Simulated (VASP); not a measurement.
Here is a VASP 6.6.1 calculation.

File INCAR:

```
SYSTEM = PIr
  PREC = Accurate
  ENCUT = 500
  EDIFF = 1E-6
  ISMEAR = -1
  SIGMA = 0.08
  LREAL = .False.
  LASPH = .True.
  NELM = 120
  ALGO = Normal
  ISIF = 2
  LWAVE = .False.
  LCHARG = .False.
  NBANDS = 14
  GGA_COMPAT = .False.
```

The input KPOINTS:

```
Automatic mesh
0
Gamma
  14 14 14
  0 0 0
```

Contents of POSCAR:

```
PIr
1.0
    0.0000000000      2.2524383660      2.2524383660
    2.2524383660      0.0000000000      2.2524383660
    2.2524383660      2.2524383660      0.0000000000
Ir P
1 1
Direct
    0.0000000000      0.0000000000      0.0000000000
    0.5000000000      0.5000000000      0.5000000000
```

Potentials or basis: VASP PAW LDA potentials, release 64 (Ir, P).

Command:

```bash
$ cat potpaw_LDA.64/Ir/POTCAR potpaw_LDA.64/P/POTCAR > POTCAR
$ mpirun -np 1 vasp_std > vasp.out
```

Problem. Predict the pressure.

Solution. 93.9 GPa.

Problem. Estimate the band gap on the k mesh.

Solution. Zero (band 7 reaches 14.54 eV, above the bottom of band 8 at 12.34 eV).

Caveat: spin-orbit coupling is left out, which moves the levels of the heavy elements.
